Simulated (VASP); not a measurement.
# I (Fd-3m) in VASP: further runs, part 2 of 2

VASP 6.6.1. Earlier steps stand in the parts before.

**3. Single point, LDA (37.64 Å³/atom)**

This run uses another cell than the first one, of 37.64 Å³/atom.

The input, INCAR:

```
  PREC = Accurate
  ENCUT = 520
  EDIFF = 1E-6
  ISMEAR = -1
  SIGMA = 0.08
  LREAL = False
  LASPH = True
  NELM = 60
  ALGO = Normal
  ISIF = 2
  LWAVE = False
  LCHARG = False
  NBANDS = 14
```

The input, KPOINTS:

```
regular mesh
0
Gamma
  11 11 11
```

The input, POSCAR:

```
I
1.0
    0.0000000000      3.3514115345      3.3514115345
    3.3514115345      0.0000000000      3.3514115345
    3.3514115345      3.3514115345      0.0000000000
I
2
Direct
   -0.1250000000     -0.1250000000     -0.1250000000
    0.1250000000      0.1250000000      0.1250000000
```

Potentials or basis: VASP PAW LDA potentials, release 64 (I).

Run with:

```sh
cat potpaw_LDA.64/I/POTCAR > POTCAR
mpirun -np 1 vasp_std > vasp.out
```

OUTCAR:

```text
PREC = Accurate
   ENCUT = 520
   EDIFF = 1E-6
   ISMEAR = -1
   LREAL = False
   LASPH = True
   NELM = 60
   ISIF = 2

 ion  position               nearest neighbor table
   1  0.875  0.875  0.875-   2 2.90   2 2.90   2 2.90   2 2.90
   2  0.125  0.125  0.125-   1 2.90   1 2.90   1 2.90   1 2.90

  LATTYP: Found a face centered cubic cell.
 ALAT       =     6.7028230690

  Lattice vectors:

 A1 = (   0.0000000000,   3.3514115345,   3.3514115345)
 A2 = (   3.3514115345,   0.0000000000,   3.3514115345)
 A3 = (   3.3514115345,   3.3514115345,   0.0000000000)

Analysis of symmetry for initial positions (statically):
=====================================================================
 Subroutine PRICEL returns:
 Original cell was already a primitive cell.

 Routine SETGRP: Setting up the symmetry group for a
 face centered cubic supercell.

 Subroutine GETGRP returns: Found 48 space group operations
 (whereof 12 operations were pure point group operations)
 out of a pool of 48 trial point group operations.

The static configuration has the point symmetry D_3d.
 The point group associated with its full space group is O_h .

Analysis of symmetry for dynamics (positions and initial velocities):
=====================================================================
 Subroutine PRICEL returns:
 Original cell was already a primitive cell.

 Routine SETGRP: Setting up the symmetry group for a
 face centered cubic supercell.

 Subroutine GETGRP returns: Found 48 space group operations
 (whereof 12 operations were pure point group operations)
 out of a pool of 48 trial point group operations.

The dynamic configuration has the point symmetry D_3d.
 The point group associated with its full space group is O_h .

 Subroutine INISYM returns: Found 48 space group operations
 (whereof 12 operations are pure point group operations),
 and found     1 'primitive' translations

----------------------------------------------------------------------------------------

                                     Primitive cell

  volume of cell :      75.2858

  direct lattice vectors                    reciprocal lattice vectors
     0.000000000  3.351411534  3.351411534    -0.149190869  0.149190869  0.149190869
     3.351411534  0.000000000  3.351411534     0.149190869 -0.149190869  0.149190869
     3.351411534  3.351411534  0.000000000     0.149190869  0.149190869 -0.149190869

  length of vectors
     4.739611645  4.739611645  4.739611645     0.258406166  0.258406166  0.258406166

  position of ions in fractional coordinates (direct lattice)
     0.875000000  0.875000000  0.875000000
     0.125000000  0.125000000  0.125000000

  ion indices of the primitive-cell ions
   primitive index   ion index
                 1           1
                 2           2

----------------------------------------------------------------------------------------

 KPOINTS: regular mesh

Automatic generation of k-mesh.
 Grid dimensions read from file:
 generate k-points for:   11   11   11

 Generating k-lattice:

  Cartesian coordinates                     Fractional coordinates (reciprocal lattice)
    -0.013562806  0.013562806  0.013562806     0.090909091  0.000000000  0.000000000
     0.013562806 -0.013562806  0.013562806     0.000000000  0.090909091  0.000000000
     0.013562806  0.013562806 -0.013562806     0.000000000  0.000000000  0.090909091

  Length of vectors
     0.023491470  0.023491470  0.023491470

  Shift w.r.t. Gamma in fractional coordinates (k-lattice)
     0.000000000  0.000000000  0.000000000

 Subroutine IBZKPT returns following result:
 ===========================================

 Found     56 irreducible k-points:

 Following reciprocal coordinates:
            Coordinates               Weight
  0.000000  0.000000  0.000000      1.000000
  0.090909  0.000000  0.000000      8.000000
  0.181818  0.000000  0.000000      8.000000
  0.272727  0.000000  0.000000      8.000000
  0.363636  0.000000  0.000000      8.000000
  0.454545  0.000000  0.000000      8.000000
[... 16 lines left out ...]
 -0.272727  0.181818  0.000000     24.000000
 -0.181818  0.181818  0.000000     12.000000
 [... further k-points ...]
   k-points           NKPTS =     56   k-points in BZ     NKDIM =     56   number of bands    NBANDS=     14
   number of dos      NEDOS =    301   number of ions     NIONS =      2
   total plane-waves  NPLWV =  46656
   dimension x,y,z NGX =    36 NGY =   36 NGZ =   36
   dimension x,y,z NGXF=    72 NGYF=   72 NGZF=   72
   ions per type =               2
   NGX,Y,Z   is equivalent  to a cutoff of  12.63, 12.63, 12.63 a.u.
   NGXF,Y,Z  is equivalent  to a cutoff of  25.25, 25.25, 25.25 a.u.
 SYSTEM =  unknown system
   PREC   = accura    normal or accurate (medium, high low for compatibility)
   ISTART =      0    job   : 0-new  1-cont  2-samecut
   ICHARG =      2    charge: 1-file 2-atom 10-const
   ISPIN  =      1    spin polarized calculation?
   LNONCOLLINEAR =      F non collinear calculations
   LSORBIT =      F    spin-orbit coupling
   LASPH  =      T    aspherical Exc in radial PAW
   ENCUT  =  520.0 eV  38.22 Ry    6.18 a.u.   8.81  8.81  8.81*2*pi/ulx,y,z
   NELM   =     60;   NELMIN=  2; NELMDL= -5     # of ELM steps
   EDIFF  = 0.1E-05   stopping-criterion for ELM
   LREAL  =      F    real-space projection
   EDIFFG = 0.1E-04   stopping-criterion for IOM
   NSW    =      0    number of steps for IOM
   IBRION =     -1    ionic relax: 0-MD 1-quasi-New 2-CG
   NFREE  =      0    steps in history (QN), initial steepest desc. (CG)
   ISIF   =      2    stress and relaxation
   ISYM   =      2    0-nonsym 1-usesym 2-fastsym
   POTIM  = 0.5000    time-step for ionic-motion
   TEBEG  =    0.0;   TEEND  =   0.0 temperature during run
   PSTRESS=    0.0 pullay stress
   NELECT =      14.0000    total number of electrons
   NUPDOWN=      -1.0000    fix difference up-down
   EMIN   =  10.00;   EMAX   =-10.00  energy-range for DOS
   EFERMI =   0.00;   METHOD = LEGACY
   ISMEAR =    -1;   SIGMA  =   0.08  broadening in eV -4-tet -1-fermi 0-gaus
   EFERMI_NEDOS =   21; number of points for ismear=-14 and -15
   IALGO  =     38    algorithm
   IMIX   =      4    mixing-type and parameters
     AMIX     =   0.40;   BMIX     =  1.00
     AMIX_MAG =   1.60;   BMIX_MAG =  1.00
  volume/ion in A,a.u.               =      37.64       254.03
  Fermi-wavevector in a.u.,A,eV,Ry     =   0.934429  1.765815 11.880036  0.873158
  Thomas-Fermi vector in A             =   2.061233
   LORBIT       =      0    0 simple, 1 ext, 2 COOP (PROOUT), +10 PAW based schemes
   GGA     = CA    functional components
   LHFCALC =     F    Hartree Fock is set to
   AEXX    =    0.0000 exact exchange contribution
   IVDW    =     0    specifies the selected vdW correction
   LEPSILON=     F    determine dielectric tensor
   LRPA    =     F    only Hartree local field effects (RPA)
 non-spin polarized calculation
  energy-cutoff  :      520.00
  volume of cell :       75.29
 maximum number of plane-waves:      2085
   NGX = 17   NGY = 17   NGZ = 17

 number of electron      13.9999998 magnetization

 Free energy of the ion-electron system (eV)
  ---------------------------------------------------
  ext. energy  EPLUGINS =         0.00000000
  ---------------------------------------------------
  free energy    TOTEN  =        -1.85338254 eV

  energy without entropy =       -1.80201792  energy(sigma->0) =       -1.82770023

 E-fermi :   5.0130     XC(G=0):  -8.6813

 val. band max:        4.9947915746   @ k =  -0.2727   0.3636   0.0909
 cond. band min:       5.0222532618   @ k =   0.4545   0.1818   0.0909
 fundamental gap:      0.0274616872
 Fermi energy:         5.0129548992

 k-point     1 :       0.0000    0.0000    0.0000
  band No.  band energies     occupation
      1     -10.8934      2.00000
      2      -5.8747      2.00000
      3       0.3370      2.00000
      4       0.3370      2.00000
      5       0.3370      2.00000
      6       3.0592      2.00000
      7       3.0592      2.00000
      8       3.0592      2.00000
      9       8.1815      0.00000
     10      10.6655      0.00000
     11      10.6655      0.00000
     12      12.3757      0.00000
     13      12.3757      0.00000
     14      12.3757      0.00000
[... 375 lines left out ...]
 k-point    24 :      -0.1818    0.1818    0.0000
  band No.  band energies     occupation
      1     -10.3764      2.00000
      2      -7.0508      2.00000
      3      -0.7172      2.00000
      4      -0.0479      2.00000
      5       0.7905      2.00000
      6       3.5890      2.00000
      7       3.7154      2.00000
      8       4.5032      1.99659
      9       9.6209      0.00000
     10       9.8229      0.00000
     11      10.3812      0.00000
     12      12.8866      0.00000
     13      13.3517      0.00000
     14      13.9767      0.00000

 [... further k-points ...]
[... 5 lines left out ...]
  --------------------------------------------------------------------------------------
  -------------------------------------------------------------------------------------
  Total        6.0728597      6.0728597      6.0728597      0.0000000      0.0000000     -0.0000000
  in kB      129.2380972    129.2380972    129.2380972      0.0000000      0.0000000     -0.0000000
  external PRESSURE =     129.2380972 kB  Pullay stress =       0.0000000 kB

 VOLUME and BASIS-vectors are now :
 -----------------------------------------------------------------------------
  energy-cutoff  :      520.00
  volume of cell :       75.29
      direct lattice vectors                 reciprocal lattice vectors
     0.000000000  3.351411534  3.351411534    -0.149190869  0.149190869  0.149190869
     3.351411534  0.000000000  3.351411534     0.149190869 -0.149190869  0.149190869
     3.351411534  3.351411534  0.000000000     0.149190869  0.149190869 -0.149190869

 POSITION                                       TOTAL-FORCE (eV/Angst)
 -----------------------------------------------------------------------------------
      5.86497      5.86497      5.86497         0.000000     -0.000000     -0.000000
      0.83785      0.83785      0.83785        -0.000000      0.000000      0.000000
 -----------------------------------------------------------------------------------
    total drift:                               -0.000000      0.000000      0.000000

  FREE ENERGIE OF THE ION-ELECTRON SYSTEM (eV)
  ---------------------------------------------------
  free  energy   TOTEN  =        -1.8533825403 eV

  energy  without entropy=       -1.8020179224  energy(sigma->0) =       -1.82770023
```

OSZICAR:

```text
N       E                     dE             d eps       ncg     rms          rms(c)
DAV:   1     0.688719165424E+02    0.68872E+02   -0.52615E+03  1568   0.811E+02
DAV:   2     0.286707927246E+01   -0.66005E+02   -0.60927E+02  2218   0.128E+02
DAV:   3    -0.176192693199E+01   -0.46290E+01   -0.45827E+01  1952   0.387E+01
DAV:   4    -0.185430488523E+01   -0.92378E-01   -0.92347E-01  2178   0.648E+00
DAV:   5    -0.185564266060E+01   -0.13378E-02   -0.13378E-02  2042   0.713E-01    0.153E+01
DAV:   6    -0.185406969919E+01    0.15730E-02   -0.11242E-03  2022   0.182E-01    0.922E+00
DAV:   7    -0.185340558448E+01    0.66411E-03   -0.80282E-04  1898   0.140E-01    0.954E-02
DAV:   8    -0.185338524474E+01    0.20340E-04   -0.32273E-05  1964   0.319E-02    0.356E-02
DAV:   9    -0.185338268691E+01    0.25578E-05   -0.14317E-05  1964   0.176E-02    0.138E-02
DAV:  10    -0.185338254034E+01    0.14657E-06   -0.59917E-07  1396   0.443E-03
   1 F= -.18533825E+01 E0= -.18277002E+01  d E =-.513646E-01
```

stdout:

```text
POSCAR found type information on POSCAR I
 POSCAR found :  1 types and       2 ions
 scaLAPACK will be used
 LDA part: xc-table for (Slater(with rela. corr.)+CA(PZ))
 , standard interpolation
 POSCAR, INCAR and KPOINTS ok, starting setup
 FFT: planning ... GRIDC
 FFT: planning ... GRID_SOFT
 FFT: planning ... GRID
 WAVECAR not read
 entering main loop
```

It took 24 s on 1 thread of Intel Xeon Platinum 8124M at 3.00GHz (Skylake/Cascade Lake), shared host; peak memory 0.19 GiB.

Results:

| Item | Value |
| --- | --- |
| Free energy | -1.8534 eV |
| Pressure | 12.9 GPa |
| Band gap on the k mesh | zero (bands 7 and 8 overlap by 2.87 eV) |

Caveat: the cell stands under pressure; spin-orbit coupling is left out, which moves the levels of the heavy elements.

**4. Single point, LDA (37.64 Å³/atom)**

This run uses another cell than the first one, of 37.64 Å³/atom.

The input, INCAR:

```
SYSTEM = I
ALGO     = Normal         ! electronic algorithm
EDIFF    = 1E-7           ! SCF threshold, eV
ENCUT    = 520            ! plane-wave cutoff, eV
GGA      = CA             ! functional
ISIF     = 2              ! what is computed and relaxed
ISMEAR   = -1             ! smearing method
LASPH    = .TRUE.         ! aspherical terms in the spheres
LCHARG   = .FALSE.        ! write CHGCAR
LREAL    = .FALSE.        ! projectors in reciprocal space
LWAVE    = .FALSE.        ! write WAVECAR
NBANDS   = 14             ! bands
NELM     = 80             ! most SCF steps
PREC     = Accurate       ! precision mode
SIGMA    = 0.08           ! smearing width, eV
```

The input, KPOINTS:

```
k-points
0
G
  11 11 11
  0 0 0
```

POSCAR is that of step 3.

Run with:

```sh
cat potpaw_LDA.64/I/POTCAR > POTCAR
mpirun -np 1 vasp_std > vasp.out
```

Run time: 27 s. Hardware: 1 thread of Intel Xeon Platinum 8124M at 3.00GHz (Skylake/Cascade Lake), shared host; peak memory 0.2 GiB.

Results (log left out):

* Free energy: -1.8534 eV
* Pressure: 12.9 GPa
* Band gap on the k mesh: zero (bands 7 and 8 overlap by 2.87 eV)

Levels at points of the mesh, in eV from the Fermi level:
```
           k point  band 5  band 6  band 7  band 8  band 9  band 10
(0.00, 0.00, 0.00)   -4.68   -1.95   -1.95   -1.95    3.17     5.65
```

Caveat: the cell stands under pressure; spin-orbit coupling is left out, which moves the levels of the heavy elements.
